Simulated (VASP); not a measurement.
A run of VASP 6.6.1 is set up as follows.

INCAR

```
SYSTEM = C
ALGO     = Normal         ! electronic algorithm
EDIFF    = 1E-6           ! SCF threshold, eV
ENCUT    = 520            ! plane-wave cutoff, eV
GGA      = PE             ! functional
ISIF     = 2              ! what is computed and relaxed
ISMEAR   = 0              ! smearing method
IVDW     = 12             ! dispersion correction
LASPH    = .True.         ! aspherical terms in the spheres
LCHARG   = .True.         ! write CHGCAR
LELF     = .True.         ! ELF
LREAL    = .False.        ! projectors in reciprocal space
LVHAR    = .True.       
LWAVE    = .False.        ! write WAVECAR
NBANDS   = 11             ! bands
NELM     = 60             ! most SCF steps
PREC     = Accurate       ! precision mode
SIGMA    = 0.02           ! smearing width, eV
```

The input KPOINTS:

```
k-points
0
Gamma
  12 12 12
  0 0 0
```

The input POSCAR:

```
C
1.0
    1.2346121954      0.7128036834      3.6709613201
   -1.2346121954      0.7128036834      3.6709613201
    0.0000000000     -1.4256073668      3.6709613201
C
2
Direct
    0.8333725149      0.8333725149      0.8333725149
    0.1666274851      0.1666274851      0.1666274851
```

Potentials or basis: VASP PAW PBE potentials, release 64 (C).

The run is started by

```console
$ cat potpaw_PBE.64/C/POTCAR > POTCAR
$ mpirun -np 1 vasp_std > vasp.out
```

(1) Estimate the band gap on the k mesh.

(2) Estimate the dispersion energy per atom.

(3) Predict the pressure.

## Answers

(1) 0.38 eV, direct.

(2) -0.140 eV.

(3) -1.4 GPa.
